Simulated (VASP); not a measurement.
# TaN (P3m1) in VASP: single point with LDA

Aim: the single point of TaN with LDA.

Everything below comes from runs of VASP 6.6.1. Logs are shortened: lines on timing, memory, paths and dates and some standing lists are left out, and cuts for length are marked.

## (1) The cell of the first run

Symmetry: P3m1, No. 156, trigonal system. Conventional cell: a = 2.938 Å, b = 2.938 Å, c = 2.883 Å, α = 90.00°, β = 90.00°, γ = 120.00°. Ta (site symmetry 3m) has 6 N at 2.18 to 2.28 Å and 2 Ta at 2.88 Å within 2.9 Å. N (site symmetry 3m) has 6 Ta at 2.18 to 2.28 Å and 2 N at 2.88 Å within 2.9 Å.

## (2) Single point, LDA (all N atoms moved +0.075 Å, as atom 2 along Cartesian [0 0 1])

File INCAR:

```
PREC = Accurate ; ENCUT = 520
EDIFF = 1E-6 ; ISMEAR = 0
SIGMA = 0.15 ; LREAL = False
LASPH = True ; NELM = 60
ALGO = Normal ; ISIF = 2
LWAVE = False ; LCHARG = False
NBANDS = 15
```

File KPOINTS:

```
regular mesh
0
Gamma
  18 18 16
```

File POSCAR:

```
TaN
1.0
    2.9379988584      0.0000000000      0.0000000000
   -1.4689994292      2.5443816477      0.0000000000
    0.0000000000      0.0000000000      2.8830000000
Ta N
1 1
Direct
    0.3333333333      0.6666666667      0.5000000000
    0.0000000000      0.0000000000      0.0260145682
```

Potentials or basis: VASP PAW LDA potentials, release 64 (Ta_pv, N).

On the command line:

```
> cat potpaw_LDA.64/Ta_pv/POTCAR potpaw_LDA.64/N/POTCAR > POTCAR
> mpirun -np 1 vasp_std > vasp.out
```

OUTCAR:

```text
PREC = Accurate
   ENCUT = 520
   EDIFF = 1E-6
   ISMEAR = 0
   LREAL = False
   LASPH = True
   NELM = 60
   ISIF = 2

 ion  position               nearest neighbor table
   1  0.333  0.667  0.500-   2 2.18   2 2.18   2 2.18   2 2.28   2 2.28   2 2.28
   2  0.000  0.000  0.026-   1 2.18   1 2.18   1 2.18   1 2.28   1 2.28   1 2.28

  LATTYP: Found a hexagonal cell.
 ALAT       =     2.9379988584
 C/A-ratio  =     0.9812801635

  Lattice vectors:

 A1 = (   2.9379988584,   0.0000000000,   0.0000000000)
 A2 = (  -1.4689994292,   2.5443816477,   0.0000000000)
 A3 = (   0.0000000000,   0.0000000000,   2.8830000000)

Analysis of symmetry for initial positions (statically):
=====================================================================
 Subroutine PRICEL returns:
 Original cell was already a primitive cell.

 Routine SETGRP: Setting up the symmetry group for a
 hexagonal supercell.

 Subroutine GETGRP returns: Found  6 space group operations
 (whereof  6 operations were pure point group operations)
 out of a pool of 24 trial point group operations.

The static configuration has the point symmetry C_3v.

Analysis of symmetry for dynamics (positions and initial velocities):
=====================================================================
 Subroutine PRICEL returns:
 Original cell was already a primitive cell.

 Routine SETGRP: Setting up the symmetry group for a
 hexagonal supercell.

 Subroutine GETGRP returns: Found  6 space group operations
 (whereof  6 operations were pure point group operations)
 out of a pool of 24 trial point group operations.

The dynamic configuration has the point symmetry C_3v.

 Subroutine INISYM returns: Found  6 space group operations
 (whereof  6 operations are pure point group operations),
 and found     1 'primitive' translations

----------------------------------------------------------------------------------------

                                     Primitive cell

  volume of cell :      21.5516

  direct lattice vectors                    reciprocal lattice vectors
     2.937998858  0.000000000  0.000000000     0.340367729  0.196511400  0.000000000
    -1.468999429  2.544381648  0.000000000     0.000000000  0.393022800  0.000000000
     0.000000000  0.000000000  2.883000000     0.000000000  0.000000000  0.346860909

  length of vectors
     2.937998858  2.937998858  2.883000000     0.393022800  0.393022800  0.346860909

  position of ions in fractional coordinates (direct lattice)
     0.333333333  0.666666667  0.500000000
     0.000000000  0.000000000  0.026014568

  ion indices of the primitive-cell ions
   primitive index   ion index
                 1           1
                 2           2

----------------------------------------------------------------------------------------

 KPOINTS: regular mesh

Automatic generation of k-mesh.
 Grid dimensions read from file:
 generate k-points for:   18   18   16

 Generating k-lattice:

  Cartesian coordinates                     Fractional coordinates (reciprocal lattice)
     0.018909318  0.010917300  0.000000000     0.055555556 -0.000000000  0.000000000
     0.000000000  0.021834600  0.000000000     0.000000000  0.055555556  0.000000000
     0.000000000  0.000000000  0.021678807     0.000000000  0.000000000  0.062500000

  Length of vectors
     0.021834600  0.021834600  0.021678807

  Shift w.r.t. Gamma in fractional coordinates (k-lattice)
     0.000000000  0.000000000  0.000000000

 Subroutine IBZKPT returns following result:
 ===========================================

 Found    522 irreducible k-points:

 Following reciprocal coordinates:
            Coordinates               Weight
  0.000000  0.000000  0.000000      1.000000
  0.055556  0.000000  0.000000      6.000000
  0.111111  0.000000  0.000000      6.000000
  0.166667  0.000000  0.000000      6.000000
  0.222222 -0.000000  0.000000      6.000000
  0.277778 -0.000000  0.000000      6.000000
[... 16 lines left out ...]
  0.333333  0.111111  0.000000     12.000000
  0.388889  0.111111  0.000000     12.000000
 [... further k-points ...]
   k-points           NKPTS =    522   k-points in BZ     NKDIM =    522   number of bands    NBANDS=     15
   number of dos      NEDOS =    301   number of ions     NIONS =      2
   total plane-waves  NPLWV =  13824
   dimension x,y,z NGX =    24 NGY =   24 NGZ =   24
   dimension x,y,z NGXF=    48 NGYF=   48 NGZF=   48
   ions per type =               1   1
   NGX,Y,Z   is equivalent  to a cutoff of  13.58, 13.58, 13.84 a.u.
   NGXF,Y,Z  is equivalent  to a cutoff of  27.16, 27.16, 27.68 a.u.
 SYSTEM =  unknown system
   PREC   = accura    normal or accurate (medium, high low for compatibility)
   ISTART =      0    job   : 0-new  1-cont  2-samecut
   ICHARG =      2    charge: 1-file 2-atom 10-const
   ISPIN  =      1    spin polarized calculation?
   LNONCOLLINEAR =      F non collinear calculations
   LSORBIT =      F    spin-orbit coupling
   LASPH  =      T    aspherical Exc in radial PAW
   ENCUT  =  520.0 eV  38.22 Ry    6.18 a.u.   5.46  5.46  5.36*2*pi/ulx,y,z
   NELM   =     60;   NELMIN=  2; NELMDL= -5     # of ELM steps
   EDIFF  = 0.1E-05   stopping-criterion for ELM
   LREAL  =      F    real-space projection
   EDIFFG = 0.1E-04   stopping-criterion for IOM
   NSW    =      0    number of steps for IOM
   IBRION =     -1    ionic relax: 0-MD 1-quasi-New 2-CG
   NFREE  =      0    steps in history (QN), initial steepest desc. (CG)
   ISIF   =      2    stress and relaxation
   ISYM   =      2    0-nonsym 1-usesym 2-fastsym
   POTIM  = 0.5000    time-step for ionic-motion
   TEBEG  =    0.0;   TEEND  =   0.0 temperature during run
   PSTRESS=    0.0 pullay stress
   NELECT =      16.0000    total number of electrons
   NUPDOWN=      -1.0000    fix difference up-down
   EMIN   =  10.00;   EMAX   =-10.00  energy-range for DOS
   EFERMI =   0.00;   METHOD = LEGACY
   ISMEAR =     0;   SIGMA  =   0.15  broadening in eV -4-tet -1-fermi 0-gaus
   EFERMI_NEDOS =   21; number of points for ismear=-14 and -15
   IALGO  =     38    algorithm
   IMIX   =      4    mixing-type and parameters
     AMIX     =   0.40;   BMIX     =  1.00
     AMIX_MAG =   1.60;   BMIX_MAG =  1.00
  volume/ion in A,a.u.               =      10.78        72.72
  Fermi-wavevector in a.u.,A,eV,Ry     =   1.482366  2.801265 29.897546  2.197408
  Thomas-Fermi vector in A             =   2.596161
   LORBIT       =      0    0 simple, 1 ext, 2 COOP (PROOUT), +10 PAW based schemes
   GGA     = CA    functional components
   LHFCALC =     F    Hartree Fock is set to
   AEXX    =    0.0000 exact exchange contribution
   IVDW    =     0    specifies the selected vdW correction
   LEPSILON=     F    determine dielectric tensor
   LRPA    =     F    only Hartree local field effects (RPA)
 non-spin polarized calculation
 Gauss-broadening in eV      SIGMA  =   0.15
  energy-cutoff  :      520.00
  volume of cell :       21.55
 maximum number of plane-waves:       605
 NGX is ok and might be reduce to    24
   NGX = 11   NGY = 11   NGZ = 11

 number of electron      16.0000002 magnetization

 Free energy of the ion-electron system (eV)
  ---------------------------------------------------
  ext. energy  EPLUGINS =         0.00000000
  ---------------------------------------------------
  free energy    TOTEN  =       -24.66269809 eV

  energy without entropy =      -24.66197786  energy(sigma->0) =      -24.66233798

 E-fermi :   8.0790     XC(G=0): -13.5793

 val. band max:        8.0438280253   @ k =   0.0000   0.0000   0.4375
 cond. band min:       8.1200018244   @ k =   0.0556   0.0000   0.5000
 fundamental gap:      0.0761737991
 Fermi energy:         8.0790301621

 k-point     1 :       0.0000    0.0000    0.0000
  band No.  band energies     occupation
      1     -26.5163      2.00000
      2     -26.2517      2.00000
      3     -26.2517      2.00000
      4      -9.4275      2.00000
      5       3.5253      2.00000
      6       3.5253      2.00000
      7       3.6941      2.00000
      8       5.4769      2.00000
      9      10.4707      0.00000
     10      11.5559      0.00000
     11      11.5559      0.00000
     12      12.2231      0.00000
     13      12.2231      0.00000
     14      20.5009      0.00000
     15      21.1558      0.00000

 k-point     2 :       0.0556    0.0000    0.0000
  band No.  band energies     occupation
      1     -26.5120      2.00000
      2     -26.2863      2.00000
      3     -26.2590      2.00000
      4      -9.3615      2.00000
      5       3.2950      2.00000
      6       3.5754      2.00000
      7       3.8080      2.00000
      8       5.3953      2.00000
      9      10.7028      0.00000
     10      11.4449      0.00000
     11      11.5517      0.00000
     12      12.2031      0.00000
     13      12.2859      0.00000
     14      20.5020      0.00000
     15      21.1591      0.00000

 k-point     3 :       0.1111    0.0000    0.0000
  band No.  band energies     occupation
      1     -26.4996      2.00000
      2     -26.3848      2.00000
      3     -26.2802      2.00000
      4      -9.1710      2.00000
      5       2.8046      2.00000
      6       3.7182      2.00000
      7       4.0004      2.00000
      8       5.1878      2.00000
      9      11.0590      0.00000
     10      11.3680      0.00000
     11      11.5422      0.00000
     12      12.1541      0.00000
     13      12.4924      0.00000
     14      20.5046      0.00000
     15      21.1586      0.00000
[... 343 lines left out ...]
 k-point    23 :       0.3333    0.1111    0.0000
  band No.  band energies     occupation
      1     -27.1697      2.00000
      2     -26.5367      2.00000
      3     -26.3806      2.00000
      4      -7.2897      2.00000
      5       0.2558      2.00000
      6       3.1387      2.00000
      7       4.0171      2.00000
      8       5.7712      2.00000
      9      10.3210      0.00000
     10      10.6461      0.00000
     11      12.9141      0.00000
     12      14.0240      0.00000
     13      15.9640      0.00000
     14      20.5054      0.00000
     15      21.2330      0.00000

 k-point    24 :       0.3889    0.1111    0.0000
  band No.  band energies     occupation
      1     -27.2433      2.00000
      2     -26.5632      2.00000
      3     -26.3684      2.00000
      4      -7.0767      2.00000
      5       0.0749      2.00000
      6       2.9933      2.00000
      7       3.8951      2.00000
      8       5.8220      2.00000
      9      10.3657      0.00000
     10      11.1477      0.00000
     11      12.6155      0.00000
     12      14.1237      0.00000
     13      16.8557      0.00000
     14      20.2135      0.00000
     15      20.5740      0.00000

 [... further k-points ...]
[... 5 lines left out ...]
  --------------------------------------------------------------------------------------
  -------------------------------------------------------------------------------------
  Total       -1.1204731     -1.1204731     -1.2319479      0.0000000      0.0000000      0.0000000
  in kB      -83.2977920    -83.2977920    -91.5850141      0.0000000      0.0000000      0.0000000
  external PRESSURE =     -86.0601994 kB  Pullay stress =       0.0000000 kB

 VOLUME and BASIS-vectors are now :
 -----------------------------------------------------------------------------
  energy-cutoff  :      520.00
  volume of cell :       21.55
      direct lattice vectors                 reciprocal lattice vectors
     2.937998858  0.000000000  0.000000000     0.340367729  0.196511400  0.000000000
    -1.468999429  2.544381648  0.000000000     0.000000000  0.393022800  0.000000000
     0.000000000  0.000000000  2.883000000     0.000000000  0.000000000  0.346860909

 POSITION                                       TOTAL-FORCE (eV/Angst)
 -----------------------------------------------------------------------------------
     -0.00000      1.69625      1.44150        -0.000000     -0.000000      1.022273
      0.00000      0.00000      0.07500         0.000000      0.000000     -1.022273
 -----------------------------------------------------------------------------------
    total drift:                                0.000000      0.000000      0.000020

  FREE ENERGIE OF THE ION-ELECTRON SYSTEM (eV)
  ---------------------------------------------------
  free  energy   TOTEN  =       -24.6626980946 eV

  energy  without entropy=      -24.6619778615  energy(sigma->0) =      -24.66233798
```

It took 76 s on 1 thread of Intel Xeon Platinum 8259CL at 2.50GHz (Skylake/Cascade Lake), shared host; peak memory 0.27 GiB.

Results:

- Free energy: -24.6627 eV
- Pressure: -8.6 GPa
- Largest force: 1.022 eV/Å
- Band gap on the k mesh: zero (band 8 reaches 8.43 eV, above the bottom of band 9 at 8.02 eV)

Forces on the atoms (eV/Å):
```
Ta   0.000  0.000  1.022
N    0.000  0.000 -1.022
```

Levels at points of the mesh, in eV from the Fermi level:
| k point | band 5 | band 6 | band 7 | band 8 | band 9 | band 10 | band 11 | band 12 |
| --- | --- | --- | --- | --- | --- | --- | --- | --- |
| (0.00, 0.00, 0.00) | -4.55 | -4.55 | -4.38 | -2.60 | 2.39 | 3.48 | 3.48 | 4.14 |
| (0.50, 0.00, 0.00) | -8.20 | -5.15 | -3.41 | -3.14 | 3.02 | 4.02 | 5.02 | 5.30 |
| (0.00, 0.00, 0.50) | -9.27 | -3.76 | -3.76 | -0.06 | -0.06 | 2.50 | 3.34 | 3.34 |
| (0.50, 0.00, 0.50) | -7.30 | -6.07 | -5.66 | -0.24 | 4.20 | 5.33 | 6.09 | 7.08 |

Caveat: the cell differs from its parent crystal (all N atoms moved +0.075 Å, as atom 2 along Cartesian [0 0 1]); spin-orbit coupling is left out, which moves the levels of the heavy elements; forces of over 1 eV/Å act on the atoms, so gaps and moduli don't describe the material at rest.
